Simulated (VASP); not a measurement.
Wanted: the native input for a VASP 6.6.1 run.

```
Task                   : single point
Functional             : PBE
Potentials or basis    : VASP PAW PBE potentials, release 64 (Mg, Se)
Cutoff                 : 520 eV
k mesh                 : 5 × 5 × 2
Occupations            : gaussian, width 0.2 eV
Spin                   : no spin polarisation
Dipole correction      : no
Further INCAR settings : ALGO = Normal; EDIFF = 1e-06; NBANDS = 20
```

The structure of Mg5Se2 lies in POSCAR:

```
Mg5Se2
1.0
    3.7679555284      0.0000000000      0.0000000000
   -1.8839777642      3.2631452079      0.0000000000
    0.0000000000      0.0000000000     13.6296909950
Mg Se
5 2
Direct
    0.0000000000      0.0000000000      0.0000000000
    0.6666666667      0.3333333333      0.2382495965
    0.3333333333      0.6666666667      0.7617504035
    0.6666666667      0.3333333333      0.5875821412
    0.3333333333      0.6666666667      0.4124178588
    0.6666666667      0.3333333333      0.8814104916
    0.3333333333      0.6666666667      0.1185895084
```

The input as run:

INCAR

```
SYSTEM = Mg5Se2
PREC = Accurate
ENCUT = 520
EDIFF = 1E-6
ISMEAR = 0
SIGMA = 0.2
LREAL = .FALSE.
LASPH = .TRUE.
NELM = 100
ALGO = Normal
ISIF = 2
LWAVE = .FALSE.
LCHARG = .TRUE.
GGA = PE
LELF = .TRUE.
LVHAR = .TRUE.
NBANDS = 20
```

KPOINTS

```
Automatic mesh
0
G
  5 5 2
  0 0 0
```

Potentials or basis: VASP PAW PBE potentials, release 64 (Mg, Se).

Run with:

```console
$ cat potpaw_PBE.64/Mg/POTCAR potpaw_PBE.64/Se/POTCAR > POTCAR
$ mpirun -np 1 vasp_std > vasp.out
```

It gave:

The pressure is 0.0 GPa. The largest force is 0.074 eV/Å and the band gap on the k mesh is zero (bands 11 and 12 overlap by 0.31 eV).

Caveat: the k points lie up to 0.39 Å⁻¹ apart; semilocal functionals underestimate gaps, so a narrow gap can read as zero.

Run time: 21 s on 1 thread of Intel(R) Xeon(R) 6975P-C (Granite Rapids), on a shared host, peak memory 0.27 GiB.
